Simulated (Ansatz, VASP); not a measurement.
**InSb in VASP and in Ansatz**

The input INCAR:

```
SYSTEM = InSb
ALGO = Normal
EDIFF = 1E-7
ENCUT = 520
GGA = PE
ISIF = 2
ISMEAR = 0
LASPH = .True.
LCHARG = .True.
LELF = .True.
LREAL = .False.
LVHAR = .True.
LWAVE = .False.
NBANDS = 26
NELM = 100
PREC = Accurate
SIGMA = 0.1
```

The input KPOINTS:

```
k-points
0
Gamma
  1 1 2
  0 0 0
```

The input POSCAR:

```
InSb
1.0
    5.9204200000      0.0000000000      0.0000000000
    0.0000000000      5.9380040000      0.0000000000
    0.0000000000      0.0000000000      3.2224990000
In Sb
2 2
Direct
    0.0000000000      0.0000000000      0.0088050000
    0.5000000000      0.5000000000      0.9911950000
    0.0000000000      0.5000000000      0.2769970000
    0.5000000000      0.0000000000      0.7230030000
```

Input for Ansatz:

```yaml
crystal:
  lattice:
    - [5.92042, 0.0, 0.0]
    - [0.0, 5.938004, 0.0]
    - [0.0, 0.0, 3.222499]
  atoms:
    - { symbol: In, position: [0.0, 0.0, 0.008805] }
    - { symbol: In, position: [0.5, 0.5, 0.991195] }
    - { symbol: Sb, position: [0.0, 0.5, 0.276997] }
    - { symbol: Sb, position: [0.5, 0.0, 0.723003] }
basis:
  ecutwfc: 420
kpoints:
  mp_grid: { grid: [1, 1, 2] }
hamiltonian:
  xc: pbe
scf:
  occupations: { method: gaussian, width: 0.1 }
output:
  forces: true
  stress: true
  eigenvalues: true
```

Alike in both runs: task single point; functional PBE; k mesh 1 × 1 × 2; occupations gaussian, width 0.1 eV; no spin polarisation.

```csv
,VASP,Ansatz
version,VASP 6.6.1,Ansatz 0.2.0
potentials or method,"VASP PAW PBE potentials, release 64 (In_d, Sb), cutoff 520 eV","scalar-relativistic, plane waves, PAW"
valence electrons in the cell,36,56
```

VASP gave:

```
pressure (GPa)                                                : 1.5
traceless stress, the component that is largest in VASP (GPa) : -4.94
rms of the force components (eV/Å)                            : 0.645
```

Q: Which values does Ansatz return?

A: Pressure (GPa): 1.7; traceless stress, the component that is largest in VASP (GPa): -4.90; rms of the force components (eV/Å): 0.641.

Atom by atom the forces differ by 0.004 eV/Å (rms over components). The functional is the same, so the differences come from potentials, cutoffs and numerics. VASP's potentials hold 36 valence electrons a cell and Ansatz's 56, so a difference there can come from the potentials and not from the codes.

The k mesh is coarse, so the values compare programs but aren't converged. Spin-orbit coupling is off throughout.
